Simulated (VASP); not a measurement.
# SiNi (rocksalt type) (Fm-3m) in VASP: further runs

SiNi (rocksalt type) is run at these levels: PBE; tasks: single point.

Program: VASP 6.6.1. These are calculated values, not measurements. Logs are shortened: lines on timing, memory, paths and dates and some standing lists are left out, and cuts for length are marked.

## Step 1: The cell of the first run

It takes space group Fm-3m (No. 225, cubic). Conventional cell: a = 4.042 Å, b = 4.042 Å, c = 4.042 Å, α = 90.00°, β = 90.00°, γ = 90.00°. Within 2.7 Å of Ni (site symmetry m-3m) lie 6 Si at 2.02 Å. Within 2.7 Å of Si (site symmetry m-3m) lie 6 Ni at 2.02 Å.

## Step 2: Single point, PBE (volume scaled by 0.62, to set the pressure)

INCAR reads:

```
ALGO = Normal
EDIFF = 1E-6
ENCUT = 520
GGA = PE
ISIF = 2
ISMEAR = -1
LASPH = True
LCHARG = False
LREAL = False
LWAVE = False
NBANDS = 14
NELM = 100
PREC = Accurate
SIGMA = 0.1
```

KPOINTS reads:

```
k-points
0
Gamma
  17 17 17
```

POSCAR reads:

```
SiNi
1.0
    0.0000000000      2.0211716289      2.0211716289
    2.0211716289      0.0000000000      2.0211716289
    2.0211716289      2.0211716289      0.0000000000
Ni Si
1 1
Direct
    0.0000000000      0.0000000000      0.0000000000
    0.5000000000      0.5000000000      0.5000000000
```

Potentials or basis: VASP PAW PBE potentials, release 64 (Ni, Si).

Run with:

```
> cat potpaw_PBE.64/Ni/POTCAR potpaw_PBE.64/Si/POTCAR > POTCAR
> mpirun -np 1 vasp_std > vasp.out
```

OUTCAR:

```text
EDIFF = 1E-6
   ENCUT = 520
   GGA = PE
   ISIF = 2
   ISMEAR = -1
   LASPH = True
   LREAL = False
   NELM = 100
   PREC = Accurate

 ion  position               nearest neighbor table
   1  0.000  0.000  0.000-   2 2.02   2 2.02   2 2.02   2 2.02   2 2.02   2 2.02
   2  0.500  0.500  0.500-   1 2.02   1 2.02   1 2.02   1 2.02   1 2.02   1 2.02

  LATTYP: Found a face centered cubic cell.
 ALAT       =     4.0423432578

  Lattice vectors:

 A1 = (   0.0000000000,   2.0211716289,   2.0211716289)
 A2 = (   2.0211716289,   0.0000000000,   2.0211716289)
 A3 = (   2.0211716289,   2.0211716289,   0.0000000000)

Analysis of symmetry for initial positions (statically):
=====================================================================
 Subroutine PRICEL returns:
 Original cell was already a primitive cell.

 Routine SETGRP: Setting up the symmetry group for a
 face centered cubic supercell.

 Subroutine GETGRP returns: Found 48 space group operations
 (whereof 48 operations were pure point group operations)
 out of a pool of 48 trial point group operations.

The static configuration has the point symmetry O_h .

Analysis of symmetry for dynamics (positions and initial velocities):
=====================================================================
 Subroutine PRICEL returns:
 Original cell was already a primitive cell.

 Routine SETGRP: Setting up the symmetry group for a
 face centered cubic supercell.

 Subroutine GETGRP returns: Found 48 space group operations
 (whereof 48 operations were pure point group operations)
 out of a pool of 48 trial point group operations.

The dynamic configuration has the point symmetry O_h .

 Subroutine INISYM returns: Found 48 space group operations
 (whereof 48 operations are pure point group operations),
 and found     1 'primitive' translations

----------------------------------------------------------------------------------------

                                     Primitive cell

  volume of cell :      16.5135

  direct lattice vectors                    reciprocal lattice vectors
     0.000000000  2.021171629  2.021171629    -0.247381268  0.247381268  0.247381268
     2.021171629  0.000000000  2.021171629     0.247381268 -0.247381268  0.247381268
     2.021171629  2.021171629  0.000000000     0.247381268  0.247381268 -0.247381268

  length of vectors
     2.858368329  2.858368329  2.858368329     0.428476925  0.428476925  0.428476925

  position of ions in fractional coordinates (direct lattice)
     0.000000000  0.000000000  0.000000000
     0.500000000  0.500000000  0.500000000

  ion indices of the primitive-cell ions
   primitive index   ion index
                 1           1
                 2           2

----------------------------------------------------------------------------------------

 KPOINTS: k-points

Automatic generation of k-mesh.
 Grid dimensions read from file:
 generate k-points for:   17   17   17

 Generating k-lattice:

  Cartesian coordinates                     Fractional coordinates (reciprocal lattice)
    -0.014551839  0.014551839  0.014551839     0.058823529  0.000000000  0.000000000
     0.014551839 -0.014551839  0.014551839     0.000000000  0.058823529  0.000000000
     0.014551839  0.014551839 -0.014551839     0.000000000  0.000000000  0.058823529

  Length of vectors
     0.025204525  0.025204525  0.025204525

  Shift w.r.t. Gamma in fractional coordinates (k-lattice)
     0.000000000  0.000000000  0.000000000

 Subroutine IBZKPT returns following result:
 ===========================================

 Found    165 irreducible k-points:

 Following reciprocal coordinates:
            Coordinates               Weight
  0.000000  0.000000  0.000000      1.000000
  0.058824  0.000000  0.000000      8.000000
  0.117647  0.000000  0.000000      8.000000
  0.176471  0.000000  0.000000      8.000000
  0.235294  0.000000  0.000000      8.000000
  0.294118  0.000000  0.000000      8.000000
[... 16 lines left out ...]
 -0.176471  0.058824  0.000000     24.000000
 -0.117647  0.058824  0.000000     24.000000
 [... further k-points ...]
   k-points           NKPTS =    165   k-points in BZ     NKDIM =    165   number of bands    NBANDS=     14
   number of dos      NEDOS =    301   number of ions     NIONS =      2
   total plane-waves  NPLWV =  13824
   dimension x,y,z NGX =    24 NGY =   24 NGZ =   24
   dimension x,y,z NGXF=    48 NGYF=   48 NGZF=   48
   ions per type =               1   1
   NGX,Y,Z   is equivalent  to a cutoff of  13.96, 13.96, 13.96 a.u.
   NGXF,Y,Z  is equivalent  to a cutoff of  27.92, 27.92, 27.92 a.u.
 SYSTEM =  unknown system
   PREC   = accura    normal or accurate (medium, high low for compatibility)
   ISTART =      0    job   : 0-new  1-cont  2-samecut
   ICHARG =      2    charge: 1-file 2-atom 10-const
   ISPIN  =      1    spin polarized calculation?
   LNONCOLLINEAR =      F non collinear calculations
   LSORBIT =      F    spin-orbit coupling
   LASPH  =      T    aspherical Exc in radial PAW
   ENCUT  =  520.0 eV  38.22 Ry    6.18 a.u.   5.31  5.31  5.31*2*pi/ulx,y,z
   NELM   =    100;   NELMIN=  2; NELMDL= -5     # of ELM steps
   EDIFF  = 0.1E-05   stopping-criterion for ELM
   LREAL  =      F    real-space projection
[... 7 lines left out ...]
   TEBEG  =    0.0;   TEEND  =   0.0 temperature during run
   PSTRESS=    0.0 pullay stress
   NELECT =      14.0000    total number of electrons
   NUPDOWN=      -1.0000    fix difference up-down
   EMIN   =  10.00;   EMAX   =-10.00  energy-range for DOS
   EFERMI =   0.00;   METHOD = LEGACY
   ISMEAR =    -1;   SIGMA  =   0.10  broadening in eV -4-tet -1-fermi 0-gaus
   EFERMI_NEDOS =   21; number of points for ismear=-14 and -15
   IALGO  =     38    algorithm
   IMIX   =      4    mixing-type and parameters
     AMIX     =   0.40;   BMIX     =  1.00
     AMIX_MAG =   1.60;   BMIX_MAG =  1.00
  volume/ion in A,a.u.               =       8.26        55.72
  Fermi-wavevector in a.u.,A,eV,Ry     =   1.549427  2.927992 32.663813  2.400723
  Thomas-Fermi vector in A             =   2.654235
   LORBIT       =      0    0 simple, 1 ext, 2 COOP (PROOUT), +10 PAW based schemes
   GGA     = PE    functional components
   LHFCALC =     F    Hartree Fock is set to
   AEXX    =    0.0000 exact exchange contribution
   IVDW    =     0    specifies the selected vdW correction
   LEPSILON=     F    determine dielectric tensor
   LRPA    =     F    only Hartree local field effects (RPA)
 non-spin polarized calculation
  energy-cutoff  :      520.00
  volume of cell :       16.51
 maximum number of plane-waves:       459
 NGX is ok and might be reduce to    24
   NGX = 11   NGY = 11   NGZ = 11

 number of electron      14.0000006 magnetization

 Free energy of the ion-electron system (eV)
  ---------------------------------------------------
  ext. energy  EPLUGINS =         0.00000000
  ---------------------------------------------------
  free energy    TOTEN  =        -6.91218255 eV

  energy without entropy =       -6.88675522  energy(sigma->0) =       -6.89946888

 E-fermi :  17.1940     XC(G=0): -14.2153

 val. band max:       17.1690149661   @ k =  -0.4118   0.2941   0.0000
 cond. band min:      17.2459561639   @ k =  -0.3529   0.4706   0.1765
 fundamental gap:      0.0769411978
 Fermi energy:        17.1939621421

 k-point     1 :       0.0000    0.0000    0.0000
  band No.  band energies     occupation
      1       0.5182      2.00000
      2      11.9353      2.00000
      3      11.9353      2.00000
      4      11.9353      2.00000
      5      12.1863      2.00000
      6      12.1863      2.00000
      7      23.6645      0.00000
      8      23.6645      0.00000
      9      23.6645      0.00000
     10      29.0691      0.00000
     11      29.0691      0.00000
     12      29.0691      0.00000
     13      29.2759      0.00000
     14      35.3823      0.00000

 k-point     2 :       0.0588    0.0000    0.0000
  band No.  band energies     occupation
      1       0.6157      2.00000
      2      11.8707      2.00000
      3      11.9582      2.00000
      4      11.9582      2.00000
      5      12.1671      2.00000
      6      12.1671      2.00000
      7      23.1580      0.00000
      8      23.6895      0.00000
      9      23.6895      0.00000
     10      28.0769      0.00000
     11      29.1530      0.00000
     12      29.1530      0.00000
     13      30.7062      0.00000
     14      34.4836      0.00000

 k-point     3 :       0.1176    0.0000    0.0000
  band No.  band energies     occupation
      1       0.9068      2.00000
      2      11.6780      2.00000
      3      11.9318      2.00000
      4      11.9318      2.00000
      5      12.2094      2.00000
      6      12.2094      2.00000
      7      21.8889      0.00000
      8      23.7558      0.00000
      9      23.7558      0.00000
     10      27.4491      0.00000
     11      29.3453      0.00000
     12      29.3453      0.00000
     13      32.2978      0.00000
     14      33.1592      0.00000

 k-point     4 :       0.1765    0.0000    0.0000
  band No.  band energies     occupation
      1       1.3862      2.00000
      2      11.3572      2.00000
      3      11.7817      2.00000
      4      11.7817      2.00000
      5      12.3989      2.00000
      6      12.3989      2.00000
      7      20.3132      0.00000
      8      23.8424      0.00000
      9      23.8424      0.00000
     10      27.0238      0.00000
     11      29.3677      0.00000
     12      29.3677      0.00000
     13      32.2892      0.00000
     14      32.2892      0.00000

 k-point     5 :       0.2353    0.0000    0.0000
  band No.  band energies     occupation
      1       2.0452      2.00000
      2      10.8984      2.00000
      3      11.5872      2.00000
      4      11.5872      2.00000
      5      12.6661      2.00000
      6      12.6661      2.00000
      7      18.7379      0.00000
      8      23.9273      0.00000
      9      23.9273      0.00000
     10      26.6348      0.00000
     11      28.8097      0.00000
[... 276 lines left out ...]
 k-point    22 :      -0.2353    0.0588    0.0000
  band No.  band energies     occupation
      1       2.3836      2.00000
      2      10.7093      2.00000
      3      11.4856      2.00000
      4      11.5011      2.00000
      5      12.6693      2.00000
      6      12.8974      2.00000
      7      18.2870      0.00004
      8      22.4824      0.00000
      9      25.1564      0.00000
     10      26.7792      0.00000
     11      27.7587      0.00000
     12      28.8563      0.00000
     13      31.4462      0.00000
     14      33.5879      0.00000

 k-point    23 :      -0.1765    0.0588    0.0000
  band No.  band energies     occupation
      1       1.6699      2.00000
      2      11.2059      2.00000
      3      11.6792      2.00000
      4      11.7033      2.00000
      5      12.3922      2.00000
      6      12.6101      2.00000
      7      19.8293      0.00000
      8      22.5673      0.00000
      9      24.8542      0.00000
     10      27.1380      0.00000
     11      28.8834      0.00000
     12      29.2511      0.00000
     13      30.8547      0.00000
     14      33.3395      0.00000

 k-point    24 :      -0.1176    0.0588    0.0000
  band No.  band energies     occupation
      1       1.1312      2.00000
      2      11.5558      2.00000
      3      11.8442      2.00000
      4      11.8989      2.00000
      5      12.1713      2.00000
      6      12.3766      2.00000
      7      21.4308      0.00000
      8      22.7146      0.00000
      9      24.4837      0.00000
     10      27.3762      0.00000
     11      29.2631      0.00000
     12      29.4395      0.00000
     13      31.4343      0.00000
     14      33.2529      0.00000

 [... further k-points ...]
[... 5 lines left out ...]
  --------------------------------------------------------------------------------------
  -------------------------------------------------------------------------------------
  Total       19.8723203     19.8723203     19.8723203      0.0000000      0.0000000      0.0000000
  in kB     1928.0557412   1928.0557412   1928.0557412      0.0000000      0.0000000      0.0000000
  external PRESSURE =    1928.0557412 kB  Pullay stress =       0.0000000 kB

 VOLUME and BASIS-vectors are now :
 -----------------------------------------------------------------------------
  energy-cutoff  :      520.00
  volume of cell :       16.51
      direct lattice vectors                 reciprocal lattice vectors
     0.000000000  2.021171629  2.021171629    -0.247381268  0.247381268  0.247381268
     2.021171629  0.000000000  2.021171629     0.247381268 -0.247381268  0.247381268
     2.021171629  2.021171629  0.000000000     0.247381268  0.247381268 -0.247381268

 POSITION                                       TOTAL-FORCE (eV/Angst)
 -----------------------------------------------------------------------------------
      0.00000      0.00000      0.00000        -0.000000     -0.000000     -0.000000
      2.02117      2.02117      2.02117         0.000000      0.000000      0.000000
 -----------------------------------------------------------------------------------
    total drift:                                0.000000     -0.000000     -0.000000

  FREE ENERGIE OF THE ION-ELECTRON SYSTEM (eV)
  ---------------------------------------------------
  free  energy   TOTEN  =        -6.9121825479 eV

  energy  without entropy=       -6.8867552181  energy(sigma->0) =       -6.89946888
```

Run time: 84 s. Hardware: 1 thread of AMD EPYC 7R13, shared host; peak memory 0.14 GiB.

Results:

```yaml
Free_energy: -6.9122 eV
Pressure: 192.8 GPa
Band_gap_on_the_k_mesh: zero (band 7 reaches 23.66 eV, above the bottom of band 8 at 15.45 eV)
```

Levels at points of the mesh, in eV from the Fermi level:
```csv
k point,band 4,band 5,band 6,band 7,band 8,band 9,band 10,band 11
"(0.00, 0.00, 0.00)",-5.26,-5.01,-5.01,6.47,6.47,6.47,11.88,11.88
```

Caveat: the cell differs from its parent crystal (volume scaled by 0.62, to set the pressure).

(Part 1 of 2 ends here.)
